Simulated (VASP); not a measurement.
# Cr: single point with LDA

Cr:

```
CELL_PARAMETERS angstrom
2.80161 0.00000 0.00000
-1.40080 2.42626 0.00000
0.00000 0.00000 4.55236
ATOMIC_POSITIONS crystal
Cr 0.33333 0.66667 0.25000
Cr 0.66667 0.33333 0.75000
```

This isn't the form of Cr at room conditions, which is bcc.

| Property | Result |
| --- | --- |
| Program | VASP 6.6.1 |
| Task | single point |
| Functional | LDA |
| Potentials or basis | VASP PAW LDA potentials, release 64 (Cr_sv) |
| Cutoff | 700 eV |
| k mesh | 12 × 12 × 7 |
| Occupations | fermi-dirac, width 0.03 eV |
| Spin | no spin polarisation |

```yaml
Pressure: -45.1 GPa
Band_gap_on_the_k_mesh: zero (bands 14 and 15 overlap by 0.78 eV)
```

Stress tensor (GPa, compression positive):
```
-47.34   0.00   0.00
  0.00 -47.34   0.00
  0.00   0.00 -40.49
```

Levels at points of the mesh, in eV from the Fermi level:
| k point | band 11 | band 12 | band 13 | band 14 | band 15 | band 16 | band 17 | band 18 |
| --- | --- | --- | --- | --- | --- | --- | --- | --- |
| (0.00, 0.00, 0.00) | -0.26 | -0.26 | -0.26 | 0.07 | 0.07 | 0.47 | 0.47 | 0.55 |
| (0.50, 0.00, 0.00) | -2.22 | -0.85 | -0.38 | -0.31 | 0.07 | 1.71 | 1.81 | 1.86 |

Run time: 20 s on 1 thread of Intel(R) Xeon(R) 6975P-C (Granite Rapids), on a shared host, peak memory 0.17 GiB.

Caveat: the stress differs along the axes, from -47 to -40 GPa; the run has no spin polarisation, though such a crystal can be magnetic. Spin polarisation is off, so any magnetic state and its effect on volume and gap are missing.
